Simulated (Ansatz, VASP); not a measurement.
**HfB in VASP and in Ansatz**

INCAR

```
  PREC = Accurate
  ENCUT = 520
  EDIFF = 1E-8
  ISMEAR = -1
  SIGMA = 0.05
  LREAL = False
  LASPH = True
  NELM = 100
  ALGO = Normal
  ISIF = 2
  LWAVE = False
  LCHARG = False
  GGA = PE
  LEFG = True
  NBANDS = 14
```

KPOINTS

```
regular mesh
0
Gamma
  15 15 15
```

Contents of POSCAR:

```
HfB
1.0
    0.0000000000      2.2176000000      2.3100000000
    2.2176000000      0.0000000000      2.3100000000
    2.2176000000      2.2176000000      0.0000000000
Hf B
1 1
Direct
    0.5000000000      0.5000000000      0.5000000000
    0.0000000000      0.0000000000      0.0000000000
```

Input for Ansatz:

```yaml
crystal:
  lattice:
    - [0.0, 2.2176, 2.31]
    - [2.2176, 0.0, 2.31]
    - [2.2176, 2.2176, 0.0]
  atoms:
    - { symbol: Hf, position: [0.5, 0.5, 0.5] }
    - { symbol: B, position: [0.0, 0.0, 0.0] }
kpoints:
  mp_grid: { grid: [15, 15, 15] }
scf:
  occupations: { method: fermi_dirac, width: 0.05 }
hamiltonian:
  xc: pbe
  pseudopotentials: { kind: paw }
output:
  forces: true
  stress: true
  eigenvalues: true
  efg: { contact_densities: true }
  write_density: true
  write_potential: true
  elf: true
  volumetric_format: npy
```

Change from the starting cell: x and y stretched by -4 %, z held, PAW files.

Alike in both runs: task electric field gradients; functional PBE; k mesh 15 × 15 × 15; occupations fermi-dirac, width 0.05 eV; no spin polarisation.

|  | VASP | Ansatz |
| --- | --- | --- |
| version | VASP 6.6.1 | Ansatz 0.2.0 |
| potentials or method | VASP PAW PBE potentials, release 64 (Hf_pv, B) | PAW with Ansatz's default frozen-core files, scalar-relativistic |
| plane-wave cutoff (eV) | 520 | 420 |
| valence electrons in the cell | 13 | 29 |

Ansatz gave:

```
size of Vzz on the site where it differs most (V/Å²) : 72.8
```

Problem. Which values does VASP return?

Solution. Size of Vzz on the site where it differs most (V/Å²): 60.0.

VASP's potentials hold 13 valence electrons a cell and Ansatz's 29, so a difference there can come from the potentials and not from the codes.

Neither program's run includes spin-orbit coupling.
